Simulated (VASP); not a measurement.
# Re (Fd-3m) in VASP: single point with PBE

Aim: the single point of Re with PBE.

Everything below comes from runs of VASP 6.6.1. Logs are shortened: lines on timing, memory, paths and dates and some standing lists are left out, and cuts for length are marked.

## (1) The cell of the first run

It takes space group Fd-3m (No. 227, cubic). Conventional cell: a = 5.653 Å, b = 5.653 Å, c = 5.653 Å, α = 90.00°, β = 90.00°, γ = 90.00°. Re (site symmetry -43m) has 4 Re at 2.45 Å within 3.2 Å.

## (2) Single point, PBE

Input file INCAR:

```
SYSTEM = Re
ALGO = Normal
EDIFF = 1E-6
ENCUT = 520
GGA = PE
ISIF = 2
ISMEAR = -1
LASPH = .True.
LCHARG = .False.
LREAL = .False.
LWAVE = .False.
NBANDS = 14
NELM = 100
PREC = Accurate
SIGMA = 0.13605693000000002
```

Input file KPOINTS:

```
k-points
0
Gamma
  8 8 8
  0 0 0
```

Input file POSCAR:

```
Re
1.0
    0.0000000000      2.8266586443      2.8266586443
    2.8266586443      0.0000000000      2.8266586443
    2.8266586443      2.8266586443      0.0000000000
Re
2
Direct
    0.0000000000      0.0000000000      0.0000000000
    0.2500000000      0.2500000000      0.2500000000
```

Potentials or basis: VASP PAW PBE potentials, release 64 (Re).

Command:

```
$ cat potpaw_PBE.64/Re/POTCAR > POTCAR
$ mpirun -np 1 vasp_std > vasp.out
```

OUTCAR:

```text
SYSTEM = Re
   EDIFF = 1E-6
   ENCUT = 520
   GGA = PE
   ISIF = 2
   ISMEAR = -1
   LASPH = .True.
   LREAL = .False.
   NELM = 100
   PREC = Accurate

 ion  position               nearest neighbor table
   1  0.000  0.000  0.000-   2 2.45   2 2.45   2 2.45   2 2.45
   2  0.250  0.250  0.250-   1 2.45   1 2.45   1 2.45   1 2.45

  LATTYP: Found a face centered cubic cell.
 ALAT       =     5.6533172886

  Lattice vectors:

 A1 = (   0.0000000000,   2.8266586443,   2.8266586443)
 A2 = (   2.8266586443,   0.0000000000,   2.8266586443)
 A3 = (   2.8266586443,   2.8266586443,   0.0000000000)

Analysis of symmetry for initial positions (statically):
=====================================================================
 Subroutine PRICEL returns:
 Original cell was already a primitive cell.

 Routine SETGRP: Setting up the symmetry group for a
 face centered cubic supercell.

 Subroutine GETGRP returns: Found 48 space group operations
 (whereof 24 operations were pure point group operations)
 out of a pool of 48 trial point group operations.

The static configuration has the point symmetry T_d .
 The point group associated with its full space group is O_h .

Analysis of symmetry for dynamics (positions and initial velocities):
=====================================================================
 Subroutine PRICEL returns:
 Original cell was already a primitive cell.

 Routine SETGRP: Setting up the symmetry group for a
 face centered cubic supercell.

 Subroutine GETGRP returns: Found 48 space group operations
 (whereof 24 operations were pure point group operations)
 out of a pool of 48 trial point group operations.

The dynamic configuration has the point symmetry T_d .
 The point group associated with its full space group is O_h .

 Subroutine INISYM returns: Found 48 space group operations
 (whereof 24 operations are pure point group operations),
 and found     1 'primitive' translations

----------------------------------------------------------------------------------------

                                     Primitive cell

  volume of cell :      45.1700

  direct lattice vectors                    reciprocal lattice vectors
     0.000000000  2.826658644  2.826658644    -0.176887294  0.176887294  0.176887294
     2.826658644  0.000000000  2.826658644     0.176887294 -0.176887294  0.176887294
     2.826658644  2.826658644  0.000000000     0.176887294  0.176887294 -0.176887294

  length of vectors
     3.997498991  3.997498991  3.997498991     0.306377781  0.306377781  0.306377781

  position of ions in fractional coordinates (direct lattice)
     0.000000000  0.000000000  0.000000000
[... 91 lines left out ...]
   EMIN   =  10.00;   EMAX   =-10.00  energy-range for DOS
   EFERMI =   0.00;   METHOD = LEGACY
   ISMEAR =    -1;   SIGMA  =   0.14  broadening in eV -4-tet -1-fermi 0-gaus
   EFERMI_NEDOS =   21; number of points for ismear=-14 and -15
   IALGO  =     38    algorithm
   IMIX   =      4    mixing-type and parameters
     AMIX     =   0.40;   BMIX     =  1.00
     AMIX_MAG =   1.60;   BMIX_MAG =  1.00
  volume/ion in A,a.u.               =      22.58       152.41
  Fermi-wavevector in a.u.,A,eV,Ry     =   1.107901  2.093629 16.700387  1.227444
  Thomas-Fermi vector in A             =   2.244421
   LORBIT       =      0    0 simple, 1 ext, 2 COOP (PROOUT), +10 PAW based schemes
   GGA     = PE    functional components
   LHFCALC =     F    Hartree Fock is set to
   AEXX    =    0.0000 exact exchange contribution
   IVDW    =     0    specifies the selected vdW correction
   LEPSILON=     F    determine dielectric tensor
   LRPA    =     F    only Hartree local field effects (RPA)
 non-spin polarized calculation
  energy-cutoff  :      520.00
  volume of cell :       45.17
 maximum number of plane-waves:      1243
 NGX is ok and might be reduce to    30
   NGX = 15   NGY = 15   NGZ = 15

 number of electron      13.9999999 magnetization

 Free energy of the ion-electron system (eV)
  ---------------------------------------------------
  ext. energy  EPLUGINS =         0.00000000
  ---------------------------------------------------
  free energy    TOTEN  =       -21.78394892 eV

  energy without entropy =      -21.69929446  energy(sigma->0) =      -21.74162169

 E-fermi :   3.4567     XC(G=0): -10.9843

 val. band max:        3.4276441559   @ k =   0.5000   0.5000   0.0000
 cond. band min:       3.6150501716   @ k =  -0.3750   0.2500   0.0000
 fundamental gap:      0.1874060157
 Fermi energy:         3.4566540172

 k-point     1 :       0.0000    0.0000    0.0000
  band No.  band energies     occupation
      1      -3.3939      2.00000
      2       0.4468      2.00000
      3       0.4468      2.00000
      4       1.1797      2.00000
      5       1.1797      2.00000
      6       1.1797      2.00000
      7       4.0580      0.02378
      8       4.0580      0.02378
      9       4.0580      0.02378
     10       7.4911      0.00000
     11       7.4911      0.00000
     12      14.6154      0.00000
     13      14.7973      0.00000
     14      16.1854      0.00000
[... 377 lines left out ...]
      1      -0.3046      2.00000
      2      -0.2054      2.00000
      3       0.2167      2.00000
      4       0.8615      2.00000
      5       1.6349      2.00000
      6       1.7073      1.99999
      7       3.4124      1.16117
      8       4.1203      0.01511
      9       4.9010      0.00005
     10       6.6269      0.00000
     11       7.1025      0.00000
     12       7.5226      0.00000
     13      10.5294      0.00000
     14      11.3071      0.00000

 [... further k-points ...]

------------------------ aborting loop because EDIFF is reached ----------------------------------------

  FORCE on cell =-STRESS in cart. coord.  units (eV):
  Direction    XX          YY          ZZ          XY          YZ          ZX
  --------------------------------------------------------------------------------------
  -------------------------------------------------------------------------------------
  Total       -0.5108023     -0.5108023     -0.5108023      0.0000000      0.0000000     -0.0000000
  in kB      -18.1181290    -18.1181290    -18.1181290      0.0000000      0.0000000     -0.0000000
  external PRESSURE =     -18.1181290 kB  Pullay stress =       0.0000000 kB

 VOLUME and BASIS-vectors are now :
 -----------------------------------------------------------------------------
  energy-cutoff  :      520.00
  volume of cell :       45.17
      direct lattice vectors                 reciprocal lattice vectors
     0.000000000  2.826658644  2.826658644    -0.176887294  0.176887294  0.176887294
     2.826658644  0.000000000  2.826658644     0.176887294 -0.176887294  0.176887294
     2.826658644  2.826658644  0.000000000     0.176887294  0.176887294 -0.176887294

 POSITION                                       TOTAL-FORCE (eV/Angst)
 -----------------------------------------------------------------------------------
      0.00000      0.00000      0.00000        -0.000000     -0.000000     -0.000000
      1.41333      1.41333      1.41333         0.000000      0.000000      0.000000
 -----------------------------------------------------------------------------------
    total drift:                                0.000000     -0.000000      0.000000

  FREE ENERGIE OF THE ION-ELECTRON SYSTEM (eV)
  ---------------------------------------------------
  free  energy   TOTEN  =       -21.7839489238 eV

  energy  without entropy=      -21.6992944601  energy(sigma->0) =      -21.74162169
```

Run time: 9.3 s. Hardware: 1 thread of Intel Xeon 6975P-C (Granite Rapids), shared host; peak memory 0.17 GiB.

What came out:

- Free energy: -21.7839 eV
- Pressure: -1.8 GPa
- Band gap on the k mesh: zero (band 7 reaches 4.06 eV, above the bottom of band 8 at 2.61 eV)

Caveat: spin-orbit coupling is left out, which moves the levels of the heavy elements.
